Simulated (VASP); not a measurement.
**Cd7SnS8 (a cell with a defect): single point with PBEsol**

Cd7SnS8 (a cell with a defect):

```xyz
16
Lattice="8.2470 0.0000 0.0000 0.0000 7.1421 0.0000 0.0000 0.0000 6.7106" Properties=species:S:1:pos:R:3 pbc="T T T"
Cd    2.0985    1.2002    3.3293
Cd    8.2309    4.7720    3.3813
Cd    6.1933    1.1709    3.3614
Cd    8.2417    2.3823    6.6757
Cd    4.1124    2.3827    6.7047
Cd    2.0627    5.9253    0.0029
Cd    6.1239    5.9611    0.0056
Sn    4.1167    4.7665    3.3305
S     0.0096    2.3536    2.4881
S     4.1051    2.3686    2.5529
S     2.0769    5.9844    2.5253
S     6.1790    5.9350    2.5425
S     2.0522    1.1973    5.8885
S     8.2421    4.7599    5.8931
S     6.1863    1.1641    5.9086
S     4.1551    4.7481    5.8563
```

```
Program             : VASP 6.6.1
Task                : single point
Functional          : PBEsol
Potentials or basis : VASP PAW PBE potentials, release 64 (Cd, Sn_d, S)
Cutoff              : 520 eV
k mesh              : 1 × 1 × 1, shifted
Occupations         : fermi-dirac, width 0.05 eV
Spin                : no spin polarisation
```

* Largest force: 1.203 eV/Å

Forces in eV/Å, atoms in the order of the input:
```
Cd  -0.802  0.324  0.712
Cd   0.207 -0.789  0.341
Cd   0.481  0.445  0.478
Cd  -0.004 -0.048 -0.019
Cd   0.029 -0.598 -0.347
Cd  -0.346  0.359 -0.572
Cd   0.787  0.165 -0.359
Sn  -0.042 -0.200  0.343
S   -0.067  0.083  0.251
S    0.414  1.124 -0.109
S    0.683 -0.670  0.196
S   -0.846 -0.321  0.005
S    0.268 -0.247 -0.074
S   -0.130  0.240  0.091
S   -0.269  0.157 -0.130
S   -0.363 -0.022 -0.807
```

Levels at points of the mesh, in eV from the Fermi level:
```csv
k point,band 68,band 69,band 70,band 71,band 72,band 73,band 74,band 75,band 76,band 77
"(0.25, 0.25, 0.25)",-1.32,-1.24,-1.13,-0.78,-0.65,0.69,2.44,2.51,2.81,3.02
```

Run time: 2.8 min on 1 thread of AMD EPYC 7R13 Processor (Zen 3), with other jobs on the host, peak memory 0.42 GiB.

Caveat: the k points lie up to 0.94 Å⁻¹ apart; the cell carries a net charge on a neutralising background, which shifts energy and pressure; the cell is charged against a uniform background, so pressure and absolute levels hang on convention; the PAW data sets were made with another functional, which shifts forces and pressure a little; spin-orbit coupling is left out, which moves the levels of the heavy elements.
